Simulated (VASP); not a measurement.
Set up this calculation in VASP 6.6.1, as the native input.

```yaml
Task: single point
Functional: PBE
Dispersion: D4
Potentials_or_basis: VASP PAW PBE potentials, release 64 (Cd, S)
Cutoff: 520 eV
k_mesh: 8 × 8 × 5
Occupations: fermi-dirac, width 0.05 eV
Spin: no spin polarisation
Dipole_correction: no
Further_INCAR_settings: ALGO = Normal; EDIFF = 1e-07; NBANDS = 22
```

The structure of Cd2S lies in POSCAR:

```
Cd2S
1.0
    3.8540138259      0.0000000000      0.0000000000
   -1.9270069130      3.3376738798      0.0000000000
    0.0000000000      0.0000000000      5.7906427960
Cd S
2 1
Direct
    0.3333333333      0.6666666667      0.9342243835
    0.6666666667      0.3333333333      0.5809780268
    0.3333333333      0.6666666667      0.3619545897
```

One way to write it, as run:

INCAR

```
PREC     = Accurate       # precision mode
ENCUT    = 520            # plane-wave cutoff, eV
EDIFF    = 1E-7           # SCF threshold, eV
ISMEAR   = -1             # smearing method
SIGMA    = 0.05           # smearing width, eV
LREAL    = F              # projectors in reciprocal space
LASPH    = T              # aspherical terms in the spheres
NELM     = 100            # most SCF steps
ALGO     = Normal         # electronic algorithm
ISIF     = 2              # what is computed and relaxed
LWAVE    = F              # write WAVECAR
LCHARG   = F              # write CHGCAR
GGA      = PE             # functional
IVDW     = 13             # dispersion correction
NBANDS   = 22             # bands
```

KPOINTS

```
Automatic mesh
0
Gamma
  8 8 5
```

Potentials or basis: VASP PAW PBE potentials, release 64 (Cd, S).

The run is started by

```sh
$ cat potpaw_PBE.64/Cd/POTCAR potpaw_PBE.64/S/POTCAR > POTCAR
$ mpirun -np 1 vasp_std > vasp.out
```

It gave:

| Property | Result |
| --- | --- |
| Pressure | 0.3 GPa |
| Largest force | 0.023 eV/Å |
| Band gap on the k mesh | 0.19 eV (least direct gap 0.59 eV) |
| Dispersion energy per atom | -0.331 eV |

Caveat: semilocal functionals underestimate gaps, and a narrow one can read as zero.

Wall time 2 min on 1 thread of Intel Xeon 8259CL (shared host), peak memory 0.22 GiB.
